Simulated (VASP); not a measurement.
CaBC: single point with PBE

Crystal: CaBC.

```
Ca B C
1.0
     2.96198    0.00000    0.00000
    -1.48099    2.56515    0.00000
     0.00000    0.00000    8.19338
Ca B C
2 2 2
Cartesian
  0.0000 0.0000 0.0000
  0.0000 0.0000 4.0967
  1.4810 0.8550 2.0483
  0.0000 1.7101 6.1450
  1.4810 0.8550 6.1450
  0.0000 1.7101 2.0483
```

| Item | Value |
| --- | --- |
| Program | VASP 6.6.1 |
| Task | single point |
| Functional | PBE |
| Potentials or basis | VASP PAW PBE potentials, release 64 (Ca_sv, B, C) |
| Cutoff | 520 eV |
| k mesh | 24 × 24 × 8 |
| Occupations | gaussian, width 0.15 eV |
| Spin | no spin polarisation |

The pressure is 0.6 GPa and the band gap on the k mesh is zero (bands 17 and 18 overlap by 2.55 eV).

Stress tensor (GPa, compression positive):
```
0.42 0.00 0.00
0.00 0.42 0.00
0.00 0.00 0.91
```

Levels at points of the mesh, in eV from the Fermi level:
| k point | band 14 | band 15 | band 16 | band 17 | band 18 | band 19 | band 20 | band 21 |
| --- | --- | --- | --- | --- | --- | --- | --- | --- |
| (0.00, 0.00, 0.00) | -1.89 | -1.65 | -1.65 | -0.78 | 1.42 | 3.68 | 3.68 | 3.90 |
| (0.50, 0.00, 0.00) | -3.85 | -3.72 | -2.24 | -1.98 | -0.20 | 1.56 | 3.75 | 3.92 |
| (0.00, 0.00, 0.50) | -1.77 | -1.77 | -1.77 | 0.45 | 0.45 | 3.96 | 3.96 | 3.96 |
| (0.50, 0.00, 0.50) | -4.03 | -3.02 | -3.02 | -1.16 | -1.16 | 2.20 | 2.20 | 4.79 |

It took 10 min on 1 thread of Intel Xeon 8259CL, on a shared host, peak memory 0.54 GiB.
